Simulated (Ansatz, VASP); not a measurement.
# Be in VASP and in Ansatz

File INCAR:

```
SYSTEM = Be
PREC     = Accurate       ! precision mode
ENCUT    = 520            ! plane-wave cutoff, eV
EDIFF    = 1E-7           ! SCF threshold, eV
ISMEAR   = 0              ! smearing method
SIGMA    = 0.1            ! smearing width, eV
LREAL    = .False.        ! projectors in reciprocal space
LASPH    = .True.         ! aspherical terms in the spheres
NELM     = 60             ! most SCF steps
ALGO     = Fast           ! electronic algorithm
ISIF     = 2              ! what is computed and relaxed
LWAVE    = .False.        ! write WAVECAR
LCHARG   = .True.         ! write CHGCAR
GGA      = PS             ! functional
LELF     = .True.         ! ELF
LVHAR    = .True.       
NBANDS   = 10             ! bands
```

Contents of KPOINTS:

```
Automatic mesh
0
Gamma
  6 6 8
  0 0 0
```

File POSCAR:

```
Be
1.0
    4.7906666376      0.0000000000      0.0000000000
   -2.3953333187      4.1488390091      0.0000000000
    0.0000000000      0.0000000000      2.5876503659
Be
3
Direct
    0.0000000000      0.6657832900      0.0000000000
    0.3342167100      0.3342167100      0.0000000000
    0.6657832900      0.0000000000      0.0000000000
```

Input for Ansatz:

```yaml
crystal:
  lattice:
    - [4.7906666376, 0.0, 0.0]
    - [-2.3953333187, 4.1488390091, 0.0]
    - [0.0, 0.0, 2.5876503659]
  atoms:
    - { symbol: Be, position: [0.0, 0.66578329, 0.0] }
    - { symbol: Be, position: [0.33421671, 0.33421671, 0.0] }
    - { symbol: Be, position: [0.66578329, 0.0, 0.0] }
basis:
  ecutwfc: 420
kpoints:
  mp_grid: { grid: [6, 6, 8] }
hamiltonian:
  xc: pbesol
scf:
  occupations: { method: gaussian, width: 0.1 }
output:
  forces: true
  stress: true
  eigenvalues: true
```

Alike in both runs: task single point; functional PBEsol; k mesh 6 × 6 × 8; occupations gaussian, width 0.1 eV; no spin polarisation.

```csv
,VASP,Ansatz
version,VASP 6.6.1,Ansatz 0.2.0
potentials or method,"VASP PAW PBE potentials, release 64 (Be), cutoff 520 eV","scalar-relativistic, plane waves, PAW"
valence electrons in the cell,6,6
```

VASP gave:

```
gap on the k mesh at the Fermi level (eV)                     : none
pressure (GPa)                                                : -19.3
traceless stress, the component that is largest in VASP (GPa) : 6.30
```

Problem. Estimate Ansatz's values.

Solution. gap on the k mesh at the Fermi level (eV): none; pressure (GPa): -19.3; traceless stress, the component that is largest in VASP (GPa): 6.29.

VASP's potentials were made for PBE, not for PBEsol. A gap of «none» marks a metal or a gap that the smearing closes.
